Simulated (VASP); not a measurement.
Here is a VASP 6.6.1 calculation.

File INCAR:

```
SYSTEM = Si
PREC = Accurate
ENCUT = 520
EDIFF = 1E-7
ISMEAR = 0
SIGMA = 0.05
LREAL = .False.
LASPH = .True.
NELM = 60
ALGO = Normal
ISIF = 2
LWAVE = .False.
LCHARG = .False.
GGA = PE
NBANDS = 16
```

The input KPOINTS:

```
Automatic mesh
0
Gamma
  10 10 10
  0 0 0
```

File POSCAR:

```
Si
1.0
   -3.3457641741      3.3457641741      1.7374616935
    3.3457641741     -3.3457641741      1.7374616935
    3.3457641741      3.3457641741     -1.7374616935
Si
4
Direct
    0.1786098831      0.1786098831      0.3572197663
    0.8213901169      0.8213901169      0.6427802337
    0.1786098831      0.8213901169      0.0000000000
    0.8213901169      0.1786098831      0.0000000000
```

Potentials or basis: VASP PAW PBE potentials, release 64 (Si).

Launch:

```console
$ cat potpaw_PBE.64/Si/POTCAR > POTCAR
$ mpirun -np 1 vasp_std > vasp.out
```

(1) Estimate the band gap on the k mesh.

(2) What does it give for the pressure?

Answers

(1) zero (bands 8 and 9 overlap by 0.13 eV).

(2) 12.2 GPa.

Caveat: the cell differs from its parent crystal (strain -0.1000 x Voigt [0, 0, 1, 0, 0, 0]); the cell stands under pressure; semilocal functionals underestimate gaps, so a narrow gap can read as zero; forces of over 1 eV/Å act on the atoms, so gaps and moduli don't describe the material at rest.
